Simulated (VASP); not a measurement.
GaSb (rocksalt type), 2 atoms in the cell. It takes space group Fm-3m (No. 225, cubic). The conventional cell has a = 5.459 Å, b = 5.459 Å, c = 5.459 Å, α = 90.00°, β = 90.00°, γ = 90.00°. Within 3.6 Å of Ga (site symmetry m-3m) lie 6 Sb at 2.73 Å. Sb (site symmetry m-3m) has 6 Ga at 2.73 Å within 3.6 Å. 

| Quantity | Value |
| --- | --- |
| Program | VASP 6.6.1 |
| Task | single point |
| Functional | PBEsol |
| Potentials or basis | VASP PAW PBE potentials, release 64 (Ga_d, Sb) |
| Cutoff | 520 eV |
| k mesh | 13 × 13 × 13 |
| Occupations | fermi-dirac, width 0.08 eV |
| Spin | no spin polarisation |
| Dipole correction | no |
| Further INCAR settings | ALGO = Normal; EDIFF = 1e-06; NBANDS = 16 |

Potentials or basis: VASP PAW PBE potentials, release 64 (Ga_d, Sb).

The run is started by

```bash
$ cat potpaw_PBE.64/Ga_d/POTCAR potpaw_PBE.64/Sb/POTCAR > POTCAR
$ mpirun -np 1 vasp_std > vasp.out
```

Hardware: 1 thread of Intel Xeon 8259CL (shared host).

Problem. How long does it take, and how much memory?

Solution. Wall time 73 s on 1 thread of Intel Xeon 8259CL, with other jobs on the host, peak memory 0.21 GiB. Counts: scf iterations 10, k points 84.
